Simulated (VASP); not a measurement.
Wanted: the native input for a VASP 6.6.1 run.

```yaml
Task: single point
Functional: PBEsol
Potentials_or_basis: VASP PAW PBE potentials, release 64 (Nb_sv, P)
Cutoff: 520 eV
k_mesh: 9 × 9 × 9
Occupations: fermi-dirac, width 0.05 eV
Spin: no spin polarisation
Dipole_correction: no
Further_INCAR_settings: ALGO = Normal; EDIFF = 1e-07; NBANDS = 26
```

The structure of NbP lies in POSCAR:

```
NbP
1.0
   -1.6749232544      1.6749232544      5.7401081759
    1.6749232544     -1.6749232544      5.7401081759
    1.6749232544      1.6749232544     -5.7401081759
Nb P
2 2
Direct
    0.2498808000      0.7498808000      0.5000000000
    0.4998808000      0.4998808000      0.0000000000
    0.8327477700      0.3327477700      0.5000000000
    0.0827477700      0.0827477700      0.0000000000
```

These files were run (other wordings do the same):

INCAR

```
PREC = Accurate ; ENCUT = 520
EDIFF = 1E-7 ; ISMEAR = -1
SIGMA = 0.05 ; LREAL = False
LASPH = True ; NELM = 100
ALGO = Normal ; ISIF = 2
LWAVE = False ; LCHARG = False
GGA = PS ; NBANDS = 26
```

KPOINTS

```
Automatic mesh
0
Gamma
  9 9 9
```

Potentials or basis: VASP PAW PBE potentials, release 64 (Nb_sv, P).

Run with:

```console
$ cat potpaw_PBE.64/Nb_sv/POTCAR potpaw_PBE.64/P/POTCAR > POTCAR
$ mpirun -np 1 vasp_std > vasp.out
```

It gave:

| Quantity | Value |
| --- | --- |
| Pressure | -6.6 GPa |
| Largest force | 0.011 eV/Å |
| Band gap on the k mesh | zero (band 18 reaches 10.53 eV, above the bottom of band 19 at 10.49 eV) |

Caveat: the PAW data sets were made with another functional, which shifts forces and pressure a little.

Wall time 4.3 min on 1 thread of AMD EPYC 9R45 96-Core Processor (Zen 5), on a shared host, peak memory 0.35 GiB.
